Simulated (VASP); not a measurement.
# MgF2 (P4_2/mnm) in VASP: notebook, part 2 of 2

VASP 6.6.1. The steps go on from the part before.

## (5) Single point, PBEsol (10.65 Å³/atom)

This run uses another cell than the first one, of 10.65 Å³/atom.

INCAR reads:

```
  PREC = Accurate
  ENCUT = 600
  EDIFF = 1E-6
  ISMEAR = 0
  SIGMA = 0.02
  LREAL = False
  LASPH = True
  NELM = 120
  ALGO = Normal
  ISIF = 2
  LWAVE = False
  LCHARG = False
  GGA = PS
  NBANDS = 25
  GGA_COMPAT = False
```

KPOINTS reads:

```
Automatic mesh
0
Gamma
  6 6 8
```

POSCAR reads:

```
MgF2
1.0
    4.5875999168      0.0000000000      0.0000000000
    0.0000000000      4.5875999168      0.0000000000
    0.0000000000      0.0000000000      3.0369819671
Mg F
2 4
Direct
    0.0000000000      0.0000000000      0.0000000000
    0.5000000000      0.5000000000      0.5000000000
    0.3028752227      0.3028752227      0.0000000000
    0.1971247773      0.8028752227      0.5000000000
    0.6971247773      0.6971247773      0.0000000000
    0.8028752227      0.1971247773      0.5000000000
```

Potentials or basis: VASP PAW PBE potentials, release 64 (Mg, F).

On the command line:

```sh
> cat potpaw_PBE.64/Mg/POTCAR potpaw_PBE.64/F/POTCAR > POTCAR
> mpirun -np 1 vasp_std > vasp.out
```

OUTCAR:

```text
PREC = Accurate
   ENCUT = 600
   EDIFF = 1E-6
   ISMEAR = 0
   LREAL = False
   LASPH = True
   NELM = 120
   ISIF = 2
   GGA = PS

 ion  position               nearest neighbor table
   1  0.000  0.000  0.000-   3 1.97   5 1.97   4 1.99   6 1.99   4 1.99   6 1.99   2 3.58   2 3.58
                             2 3.58   2 3.58   2 3.58   2 3.58   2 3.58   2 3.58
   2  0.500  0.500  0.500-   4 1.97   6 1.97   5 1.99   3 1.99   3 1.99   5 1.99   1 3.58   1 3.58
                             1 3.58   1 3.58   1 3.58   1 3.58   1 3.58   1 3.58
   3  0.303  0.303  0.000-   1 1.97   2 1.99   2 1.99
   4  0.197  0.803  0.500-   2 1.97   1 1.99   1 1.99
   5  0.697  0.697  0.000-   1 1.97   2 1.99   2 1.99
[... 884 lines left out ...]
  Total        0.8901958      0.8901958      0.8690826     -0.0000000      0.0000000      0.0000000
  in kB       22.3142790     22.3142790     21.7850401     -0.0000000      0.0000000      0.0000000
  external PRESSURE =      22.1378661 kB  Pullay stress =       0.0000000 kB

 VOLUME and BASIS-vectors are now :
 -----------------------------------------------------------------------------
  energy-cutoff  :      600.00
  volume of cell :       63.92
      direct lattice vectors                 reciprocal lattice vectors
     4.587599917  0.000000000  0.000000000     0.217978904  0.000000000  0.000000000
     0.000000000  4.587599917  0.000000000     0.000000000  0.217978904  0.000000000
     0.000000000  0.000000000  3.036981967     0.000000000  0.000000000  0.329274263

 POSITION                                       TOTAL-FORCE (eV/Angst)
 -----------------------------------------------------------------------------------
      0.00000      0.00000      0.00000        -0.000000      0.000000     -0.000000
      2.29380      2.29380      1.51849        -0.000000      0.000000     -0.000000
      1.38947      1.38947      0.00000         0.001064      0.001064     -0.000000
      0.90433      3.68327      1.51849        -0.001064      0.001064     -0.000000
      3.19813      3.19813      0.00000        -0.001064     -0.001064      0.000000
      3.68327      0.90433      1.51849         0.001064     -0.001064     -0.000000
 -----------------------------------------------------------------------------------
    total drift:                                0.000000      0.000000      0.000000

  FREE ENERGIE OF THE ION-ELECTRON SYSTEM (eV)
  ---------------------------------------------------
  free  energy   TOTEN  =       -32.5958171088 eV

  energy  without entropy=      -32.5958171088  energy(sigma->0) =      -32.59581711
```

OSZICAR:

```text
N       E                     dE             d eps       ncg     rms          rms(c)
DAV:   1     0.186570636176E+03    0.18657E+03   -0.19207E+04  2580   0.135E+03
DAV:   2    -0.257352145004E+02   -0.21231E+03   -0.20425E+03  3098   0.303E+02
DAV:   3    -0.346866436028E+02   -0.89514E+01   -0.89269E+01  3143   0.600E+01
DAV:   4    -0.347359528917E+02   -0.49309E-01   -0.49303E-01  2831   0.502E+00
DAV:   5    -0.347361952508E+02   -0.24236E-03   -0.24235E-03  3081   0.348E-01    0.901E+00
DAV:   6    -0.325808610876E+02    0.21553E+01   -0.64878E+00  2849   0.184E+01    0.292E+00
DAV:   7    -0.325793932554E+02    0.14678E-02   -0.70905E-02  2713   0.176E+00    0.185E+00
DAV:   8    -0.325954600560E+02   -0.16067E-01   -0.43587E-02  2621   0.212E+00    0.204E-01
DAV:   9    -0.325954532092E+02    0.68468E-05   -0.13216E-03  3219   0.262E-01    0.738E-02
DAV:  10    -0.325958169635E+02   -0.36375E-03   -0.27902E-04  2632   0.119E-01    0.142E-02
DAV:  11    -0.325958171088E+02   -0.14529E-06   -0.56038E-06  3184   0.202E-02
   1 F= -.32595817E+02 E0= -.32595817E+02  d E =-.460156E-32
```

stdout:

```text
POSCAR found type information on POSCAR MgF
 POSCAR found :  2 types and       6 ions
 scaLAPACK will be used
 -----------------------------------------------------------------------------
|                                                                             |
|                                                                             |
|     You enforced a specific xc type in the INCAR file but a different       |
|     I HOPE YOU KNOW WHAT YOU ARE DOING!                                     |
|                                                                             |
 -----------------------------------------------------------------------------

 LDA part: xc-table for (Slater+PW92), standard interpolation
 POSCAR, INCAR and KPOINTS ok, starting setup
 FFT: planning ... GRIDC
 FFT: planning ... GRID_SOFT
 FFT: planning ... GRID
 WAVECAR not read
 entering main loop
```

Wall time 73 s (1 thread of Oxide Virtual Turin-like, shared host); peak memory 0.2 GiB.

What came out:

| Property | Result |
| --- | --- |
| Free energy | -32.5958 eV |
| Pressure | 2.2 GPa |
| Band gap on the k mesh | 7.07 eV |

Caveat: the PAW data sets were made with another functional, which shifts forces and pressure a little.

## (6) Single point, PBEsol

This run uses another cell than the first one, of 10.98 Å³/atom.

INCAR reads:

```
ALGO = Normal
EDIFF = 1E-6
ENCUT = 600
GGA = PS
GGA_COMPAT = False
ISIF = 2
ISMEAR = 0
LASPH = True
LCHARG = False
LREAL = False
LWAVE = False
NBANDS = 25
NELM = 120
PREC = Accurate
SIGMA = 0.02
```

KPOINTS reads:

```
k-points
0
Gamma
  6 6 8
```

POSCAR reads:

```
MgF2
1.0
    4.6387877454      0.0000000000      0.0000000000
    0.0000000000      4.6387877454      0.0000000000
    0.0000000000      0.0000000000      3.0621929261
Mg F
2 4
Direct
    0.0000000000      0.0000000000      0.0000000000
    0.5000000000      0.5000000000      0.5000000000
    0.3033761543      0.3033761543      0.0000000000
    0.1966238457      0.8033761543      0.5000000000
    0.6966238457      0.6966238457      0.0000000000
    0.8033761543      0.1966238457      0.5000000000
```

Potentials or basis: VASP PAW PBE potentials, release 64 (Mg, F).

On the command line:

```sh
> cat potpaw_PBE.64/Mg/POTCAR potpaw_PBE.64/F/POTCAR > POTCAR
> mpirun -np 1 vasp_std > vasp.out
```

It took 76 s on 1 thread of Oxide Virtual Turin-like, shared host; peak memory 0.2 GiB.

Results (log left out):

| Property | Result |
| --- | --- |
| Free energy | -32.6101 eV |
| Pressure | -1.0 GPa |
| Band gap on the k mesh | 6.86 eV |

Forces in eV/Å, atoms in the order of the input:
```
Mg   0.000  0.000  0.000
Mg   0.000  0.000  0.000
F    0.002  0.002  0.000
F   -0.002  0.002  0.000
F   -0.002 -0.002  0.000
F    0.002 -0.002  0.000
```

Levels at points of the mesh, in eV from the valence-band top:
| k point | band 14 | band 15 | band 16 | band 17 | band 18 | band 19 |
| --- | --- | --- | --- | --- | --- | --- |
| (0.00, 0.00, 0.00) | -0.32 | -0.32 | 0.00 | 6.86 | 11.98 | 11.98 |
| (0.50, 0.00, 0.00) | -0.98 | -0.38 | -0.38 | 9.27 | 9.27 | 13.23 |
| (0.50, 0.50, 0.00) | -0.95 | -0.77 | -0.77 | 10.97 | 10.97 | 11.05 |
| (0.00, 0.00, 0.50) | -1.15 | -0.85 | -0.85 | 11.59 | 11.59 | 14.67 |
| (0.50, 0.00, 0.50) | -0.73 | -0.66 | -0.66 | 12.48 | 12.48 | 13.21 |
| (0.50, 0.50, 0.50) | -0.60 | -0.48 | -0.48 | 13.05 | 13.05 | 13.07 |

Caveat: the PAW data sets were made with another functional, which shifts forces and pressure a little. A k mesh can miss the band edges.

## (7) Summary

```csv
cell,gap on the mesh (eV),pressure (GPa)
"a = 4.431, b = 4.431, c = 2.953 Å, 6 atoms, atomic positions A",7.75,15.7
"a = 4.484, b = 4.484, c = 2.983 Å, 6 atoms, atomic positions B",7.51,10.4
"a = 4.536, b = 4.536, c = 3.010 Å, 6 atoms, atomic positions C",7.28,6.0
"a = 4.588, b = 4.588, c = 3.037 Å, 6 atoms, atomic positions D",7.07,2.2
"a = 4.639, b = 4.639, c = 3.062 Å, 6 atoms, atomic positions E",6.86,-1.0
```

Alike in all rows: task single point; level PBEsol; potentials or basis VASP PAW PBE potentials, release 64 (Mg, F); no spin polarisation; k mesh 6 × 6 × 8; cutoff (eV) 600; smearing gaussian 0.02 eV.

Caveats: the PAW data sets were made with another functional, which shifts forces and pressure a little; the cell stands under pressure (at least some runs).

Total energies depend on the potentials used, so only differences within one code and one set of settings carry meaning.
